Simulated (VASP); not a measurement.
# Be: single point with PBEsol

Crystal: Be.

```
Be
1.0
     2.25486    0.00000    0.00000
    -1.12743    1.95277    0.00000
     0.00000    0.00000    3.55879
Be
2
Cartesian
  0.0000 1.3018 0.8897
  1.1274 0.6509 2.6691
```

```
Program             : VASP 6.6.1
Task                : single point
Functional          : PBEsol
Potentials or basis : VASP PAW PBE potentials, release 64 (Be)
Cutoff              : 520 eV
k mesh              : 11 × 11 × 6
Occupations         : fermi-dirac, width 0.1 eV
Spin                : no spin polarisation
```

```
Pressure               : 0.4 GPa
Band gap on the k mesh : zero (band 2 reaches 7.71 eV, above the bottom of band 3 at 7.33 eV)
```

Levels at points of the mesh, in eV from the Fermi level:
| k point | band 1 | band 2 | band 3 | band 4 | band 5 | band 6 | band 7 |
| --- | --- | --- | --- | --- | --- | --- | --- |
| (0.00, 0.00, 0.00) | -11.70 | -4.82 | 0.81 | 15.85 | 15.85 | 18.70 | 18.70 |
| (0.00, 0.00, 0.50) | -9.54 | -9.54 | 10.41 | 10.41 | 17.50 | 17.50 | 17.50 |

Wall time 7.9 s on 1 thread of Intel(R) Xeon(R) Platinum 8375C CPU @ 2.90GHz (Ice Lake) (shared host), peak memory 0.12 GiB.

Caveat: the PAW data sets were made with another functional, which shifts forces and pressure a little.
